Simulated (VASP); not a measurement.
CdSe2:

```
Cd Se
1.0
     0.00000    3.37346    3.37346
     3.37346    0.00000    3.37346
     3.37346    3.37346    0.00000
Cd Se
1 2
Direct
  0.00000 0.00000 0.00000
  0.75000 0.75000 0.75000
  0.25000 0.25000 0.25000
```

| Item | Value |
| --- | --- |
| Program | VASP 6.6.1 |
| Task | relaxation of cell and atoms |
| Functional | PBEsol |
| Potentials or basis | VASP PAW PBE potentials, release 64 (Cd, Se) |
| Cutoff | 600 eV |
| k mesh | 6 × 6 × 6 |
| Occupations | fermi-dirac, width 0.03 eV |
| Spin | no spin polarisation |

At the start: pressure -3.8 GPa; volume 25.59 Å³/atom.

Question: How do energy, volume and symmetry change on relaxing?

Answer: Over 3 steps the energy falls by 20.8 meV/atom and the volume is 23.93 Å³/atom (-6.5 %); space group Fm-3m (No. 225, to 0.05 Å).

The path:
```
step  energy change (eV)  largest force (eV/Å)  pressure (GPa)  volume (Å³)
   1              0.0000                0.0000           -3.76        76.78
   2             -0.0558                0.0000            1.47        70.30
   3             -0.0625                0.0000            0.00        71.79
```

Final structure:
```xyz
3
Lattice="0.0000 3.2987 3.2987 3.2987 0.0000 3.2987 3.2987 3.2987 0.0000" Properties=species:S:1:pos:R:3 pbc="T T T"
Cd    0.0000    0.0000    0.0000
Se    4.9480    4.9480    4.9480
Se    1.6493    1.6493    1.6493
```

Caveat: the PAW data sets were made with another functional, which shifts forces and pressure a little.
